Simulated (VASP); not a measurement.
# PbO2 (P1) in VASP: further runs, part 2 of 2

VASP 6.6.1.

### Step 3. Single point, PBEsol

This run uses another cell than the first one, of 13.01 Å³/atom.

Input file INCAR:

```
SYSTEM = PbO2
  PREC = Accurate
  ENCUT = 520
  EDIFF = 1E-6
  ISMEAR = -1
  SIGMA = 0.052
  LREAL = Auto
  LASPH = .True.
  NELM = 60
  ALGO = Normal
  ISIF = 2
  LWAVE = .False.
  LCHARG = .True.
  GGA = PS
  LELF = .True.
  LVHAR = .True.
  NBANDS = 122
```

Input file KPOINTS:

```
regular mesh
0
Gamma
  2 2 2
  0 0 0
```

Input file POSCAR:

```
PbO2
1.0
    0.0000000000      5.3848840000      5.3848840000
    5.3848840000      0.0000000000      5.3848840000
    5.3848840000      5.3848840000      0.0000000000
Pb O
8 16
Direct
    0.0080403775      0.0036937657     -0.0078552296
   -0.0070832538      0.0043964735      0.4954755757
   -0.0018093240      0.5116524330      0.0049962079
    0.0042812436      0.5018473936      0.5021773914
    0.4988149234     -0.0000450335      0.0020291059
    0.5054984471     -0.0100339209      0.5073280130
    0.5138262031      0.4972633579     -0.0162776951
    0.4973539820      0.4795742118      0.5067213147
    0.1376869957      0.1298866419      0.0757077590
    0.3675305726      0.4095494908      0.3511040349
    0.1332660091      0.1312316106      0.6316992158
    0.3742325740      0.3847867475      0.8922987013
    0.0890121310      0.6619461069      0.1286638672
    0.3410119884      0.8940979973      0.3608161290
    0.0944743657      0.6316185270      0.6540489080
    0.3859336617      0.8459413425      0.8691396138
    0.6122494932      0.1273244698      0.1550450298
    0.8961365742      0.3298181539      0.3793575683
    0.6031345336      0.1387811697      0.6243481754
    0.8499650132      0.3958168830      0.8706586809
    0.6293958236      0.6376524545      0.1191850187
    0.8834114161      0.8655701776      0.3953422209
    0.6244352710      0.6222777501      0.5771733430
    0.8516441580      0.9370094138      0.8495542337
```

Potentials or basis: VASP PAW PBE potentials, release 64 (Pb_d, O).

Command:

```
> cat potpaw_PBE.64/Pb_d/POTCAR potpaw_PBE.64/O/POTCAR > POTCAR
> mpirun -np 1 vasp_std > vasp.out
```

OUTCAR:

```text
SYSTEM = PbO2
   PREC = Accurate
   ENCUT = 520
   EDIFF = 1E-6
   ISMEAR = -1
   LREAL = Auto
   LASPH = .True.
   NELM = 60
   ISIF = 2
   GGA = PS

 ion  position               nearest neighbor table
   1  0.008  0.004  0.992-   9 2.12  13 2.14  11 2.24  24 2.30  16 2.36  20 2.45  17 2.47  22 2.51
                             3 3.74   6 3.74   5 3.76   7 3.76   4 3.76   2 3.78   2 3.84   4 3.85
   2  0.993  0.004  0.495-  18 2.02  14 2.17  22 2.17  24 2.23  15 2.33  19 2.42  11 2.51   9 2.61
                             8 3.70   6 3.72   4 3.76   1 3.78   3 3.80   5 3.81   5 3.81   3 3.82
   3  0.998  0.512  0.005-  15 2.19  13 2.28  21 2.29  12 2.34  18 2.36   9 2.41  20 2.48  24 2.65
                             1 3.74   5 3.76   4 3.77   7 3.80   2 3.80   8 3.81   2 3.82   8 3.83
   4  0.004  0.502  0.502-  22 2.26  10 2.27  20 2.30  11 2.31  15 2.32  13 2.34  23 2.40  18 2.52
                             8 3.69   7 3.70   6 3.76   2 3.76   1 3.76   3 3.77   3 3.84   1 3.85
   5  0.499  1.000  0.002-  24 2.22  14 2.25  21 2.25   9 2.27  19 2.35  12 2.40  17 2.45  16 2.49
                             8 3.71   1 3.76   3 3.76   7 3.78   6 3.78   2 3.81   2 3.81   6 3.84
   6  0.505  0.990  0.507-  17 2.19  16 2.26  19 2.27  11 2.32  23 2.32  22 2.35  14 2.54  10 2.61
                             7 3.69   8 3.70   2 3.72   1 3.74   4 3.76   5 3.78   5 3.84   4 3.86
   7  0.514  0.497  0.984-  20 2.09  12 2.14  16 2.17  10 2.30  17 2.32  21 2.44  23 2.54  13 2.65
                             6 3.69   4 3.70   1 3.76   8 3.77   5 3.78   3 3.80   3 3.83   5 3.84
   8  0.497  0.480  0.507-  19 2.12  23 2.14  10 2.24  12 2.41  21 2.42  18 2.48  15 2.51  14 2.58
                             4 3.69   6 3.70   2 3.70   5 3.71   7 3.77   3 3.81   3 3.83   7 3.86
   9  0.138  0.130  0.076-   1 2.12   5 2.27   3 2.41   2 2.61
  10  0.368  0.410  0.351-   8 2.24   4 2.27   7 2.30   6 2.61
  11  0.133  0.131  0.632-   1 2.24   4 2.31   6 2.32   2 2.51
  12  0.374  0.385  0.892-   7 2.14   3 2.34   5 2.40   8 2.41
  13  0.089  0.662  0.129-   1 2.14   3 2.28   4 2.34   7 2.65
  14  0.341  0.894  0.361-   2 2.17   5 2.25   6 2.54   8 2.58
[... 8 lines left out ...]
  23  0.624  0.622  0.577-   8 2.14   6 2.32   4 2.40   7 2.54
  24  0.852  0.937  0.850-   5 2.22   2 2.23   1 2.30   3 2.65

  LATTYP: Found a face centered cubic cell.
 ALAT       =    10.7697680000

  Lattice vectors:

 A1 = (   0.0000000000,   5.3848840000,   5.3848840000)
 A2 = (   5.3848840000,   0.0000000000,   5.3848840000)
[... 186 lines left out ...]
 non-spin polarized calculation
  energy-cutoff  :      520.00
  volume of cell :      312.29
 maximum number of plane-waves:      8424
 NGX is ok and might be reduce to    60
   NGX = 29   NGY = 29   NGZ = 29

 number of electron     208.0000010 magnetization

 Free energy of the ion-electron system (eV)
  ---------------------------------------------------
  ext. energy  EPLUGINS =         0.00000000
  ---------------------------------------------------
  free energy    TOTEN  =      -133.87968613 eV

  energy without entropy =     -133.83953914  energy(sigma->0) =     -133.85961263

 E-fermi :   5.5459     XC(G=0): -11.4767

 val. band max:        5.4873812368   @ k =   0.0000   0.5000   0.5000
 cond. band min:       6.6197176362   @ k =   0.0000   0.5000   0.5000
 fundamental gap:      1.1323363993
 Fermi energy:         5.5458673427

 k-point     1 :       0.0000    0.0000    0.0000
  band No.  band energies     occupation
      1     -13.1197      2.00000
      2     -12.5985      2.00000
      3     -12.5676      2.00000
      4     -12.4500      2.00000
      5     -12.3982      2.00000
      6     -12.3587      2.00000
[... 941 lines left out ...]
    115      12.2432      0.00000
    116      12.4933      0.00000
 [bands above 116 left out]

------------------------ aborting loop because EDIFF is reached ----------------------------------------

  FORCE on cell =-STRESS in cart. coord.  units (eV):
  Direction    XX          YY          ZZ          XY          YZ          ZX
  --------------------------------------------------------------------------------------
  -------------------------------------------------------------------------------------
  Total       -2.4680078     -0.6101663     -4.2793479     -1.2882451     -0.1725064      2.9589623
  in kB      -12.6618759     -3.1303995    -21.9547817     -6.6092173     -0.8850274     15.1806710
  external PRESSURE =     -12.5823524 kB  Pullay stress =       0.0000000 kB

 VOLUME and BASIS-vectors are now :
 -----------------------------------------------------------------------------
  energy-cutoff  :      520.00
  volume of cell :      312.29
      direct lattice vectors                 reciprocal lattice vectors
     0.000000000  5.384884000  5.384884000    -0.092852511  0.092852511  0.092852511
     5.384884000  0.000000000  5.384884000     0.092852511 -0.092852511  0.092852511
     5.384884000  5.384884000  0.000000000     0.092852511  0.092852511 -0.092852511

 POSITION                                       TOTAL-FORCE (eV/Angst)
 -----------------------------------------------------------------------------------
      5.36247      5.38588      0.06319         0.333895     -1.056187     -0.297098
      2.69175      8.01482      5.37042        -0.751087      1.282153     -0.607500
      2.78209      5.40205      8.13033         0.081492     -0.035514     -0.499995
      5.40656      2.72722      2.72544        -0.195127     -0.238905     -0.275426
      5.39557      2.69699      8.07070         0.372964      0.063447     -0.097787
      8.06275      5.45395      8.05290        -0.260527     -0.787080     -0.326636
[... 16 lines left out ...]
      6.45891      6.47052      6.71340         0.201205      0.414512      0.763638
      9.62044      9.16076      9.63169         0.095311      0.401823     -0.238735
 -----------------------------------------------------------------------------------
    total drift:                               -0.007357     -0.008985      0.014713

  FREE ENERGIE OF THE ION-ELECTRON SYSTEM (eV)
  ---------------------------------------------------
  free  energy   TOTEN  =      -133.8796861328 eV

  energy  without entropy=     -133.8395391354  energy(sigma->0) =     -133.85961263
```

stdout:

```text
POSCAR found type information on POSCAR PbO
 POSCAR found :  2 types and      24 ions
 scaLAPACK will be used
 -----------------------------------------------------------------------------
|                                                                             |
|                                                                             |
|     You enforced a specific xc type in the INCAR file but a different       |
|     I HOPE YOU KNOW WHAT YOU ARE DOING!                                     |
|                                                                             |
 -----------------------------------------------------------------------------

 LDA part: xc-table for (Slater+PW92), standard interpolation
 POSCAR, INCAR and KPOINTS ok, starting setup
 FFT: planning ... GRIDC
 FFT: planning ... GRID_SOFT
 FFT: planning ... GRID
 WAVECAR not read
 entering main loop
```

Wall time 21 min (1 thread of AMD EPYC 9755, shared host); peak memory 0.53 GiB.

Results:

| Item | Value |
| --- | --- |
| Free energy | -133.8797 eV |
| Pressure | -1.3 GPa |
| Largest force | 2.243 eV/Å |
| Band gap on the k mesh | zero (bands 104 and 105 overlap by 0.05 eV) |

Forces in eV/Å, atoms in the order of the input:
```
Pb   0.334 -1.056 -0.297
Pb  -0.751  1.282 -0.608
Pb   0.081 -0.036 -0.500
Pb  -0.195 -0.239 -0.275
Pb   0.373  0.063 -0.098
Pb  -0.261 -0.787 -0.327
Pb   1.005  0.105 -0.482
Pb   0.610 -1.318  0.934
O    0.375 -0.235  0.500
O    0.563 -0.083 -0.154
O   -0.052  0.360  0.873
O   -0.327 -0.229 -0.467
O   -0.856 -0.050 -1.308
O    0.000  0.414 -0.051
O   -0.442  1.187  0.336
O   -0.503  0.263  0.453
O   -0.590  0.558 -0.078
O    0.783 -1.361  1.602
O   -0.073 -0.248 -1.079
O   -0.730  0.052  0.085
O   -0.005  1.050  0.508
O    0.364 -0.508 -0.093
O    0.201  0.415  0.764
O    0.095  0.402 -0.239
```

Caveat: the k points lie up to 0.51 Å⁻¹ apart; the atoms stand as in a frame of molecular dynamics; the structure was generated, so it needn't be the stable form of PbO2; semilocal functionals underestimate gaps, and a narrow one can read as zero; the PAW data sets were made with another functional, which shifts forces and pressure a little; spin-orbit coupling is left out, which moves the levels of the heavy elements.

The gap in the log of VASP goes by the Fermi energy; the results here count the filled bands.